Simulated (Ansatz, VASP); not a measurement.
Two plane-wave programs on TiAl

```
Ti Al
1.0
     2.81075    0.00000    0.00000
     0.00000    2.81075    0.00000
     0.00000    0.00000    4.06642
Ti Al
1 1
Direct
  0.50000 0.50000 0.50000
  0.00000 0.00000 0.00000
```

Alike in both runs: task single point; functional LDA; k mesh 6 × 6 × 4; occupations gaussian, width 0.1 eV; no spin polarisation.

```csv
,VASP,Ansatz
version,VASP 6.6.1,Ansatz 0.2.0
potentials or method,"VASP PAW LDA potentials, release 64 (Ti_sv, Al), cutoff 520 eV","scalar-relativistic, plane waves, PAW"
valence electrons in the cell,15,15
```

Ansatz gave:

| Property | Result |
| --- | --- |
| gap on the k mesh at the Fermi level (eV) | none |
| pressure (GPa) | -5.5 |

Task: What did VASP give for the same quantities?

Result: gap on the k mesh at the Fermi level (eV): none; pressure (GPa): -5.3.

Ansatz warns that its potentials were made for another functional, while VASP's fit it. LDA's correlation is that of Perdew and Zunger in VASP and of Perdew and Wang (1992) in Ansatz. A gap of «none» marks a metal or a gap that the smearing closes.

The k mesh is coarse, so the values compare programs but aren't converged.
